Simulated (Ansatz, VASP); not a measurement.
# Nb: VASP beside Ansatz

```
CELL_PARAMETERS angstrom
2.81700 0.00000 0.00000
-1.40850 2.43959 0.00000
0.00000 0.00000 2.67651
ATOMIC_POSITIONS crystal
Nb 0.00000 0.00000 0.00000
```

Change from the starting cell: volume scaled by 0.95, PAW files.

Alike in both runs: task single point; functional PBE; k mesh 15 × 15 × 14; occupations fermi-dirac, width 0.05 eV; no spin polarisation.

|  | VASP | Ansatz |
| --- | --- | --- |
| version | VASP 6.6.1 | Ansatz 0.2.0 |
| potentials or method | VASP PAW PBE potentials, release 64 (Nb_sv) | PAW with Ansatz's default frozen-core files, scalar-relativistic |
| plane-wave cutoff (eV) | 520 | 420 |
| valence electrons in the cell | 13 | 13 |

```csv
,VASP,Ansatz,Ansatz less VASP
pressure (GPa),7.9,8.2,+0.25
```
